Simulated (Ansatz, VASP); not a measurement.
## Se in VASP and in Ansatz

```
Se
1.0
     0.00000    2.67005    2.67005
     2.67005    0.00000    2.67005
     2.67005    2.67005    0.00000
Se
2
Direct
  0.87500 0.87500 0.87500
  0.12500 0.12500 0.12500
```

Change from the starting cell: volume scaled by 0.6, LAPW.

Alike in both runs: task single point; functional PBE; k mesh 11 × 11 × 11; occupations fermi-dirac, width 0.1 eV; no spin polarisation.

|  | VASP | Ansatz |
| --- | --- | --- |
| version | VASP 6.6.1 | Ansatz 0.2.0 |
| potentials or method | VASP PAW PBE potentials, release 64 (Se), cutoff 520 eV | all-electron LAPW, scalar-relativistic |

VASP gave:

| Quantity | Value |
| --- | --- |
| pressure (GPa) | 54.7 |

Q: What did Ansatz give for the same quantities?

A: Pressure (GPa): 54.1.

Both programs put the cell under a high pressure, so it lies far from rest at this level. Ansatz ran all-electron here, and VASP with PAW potentials.
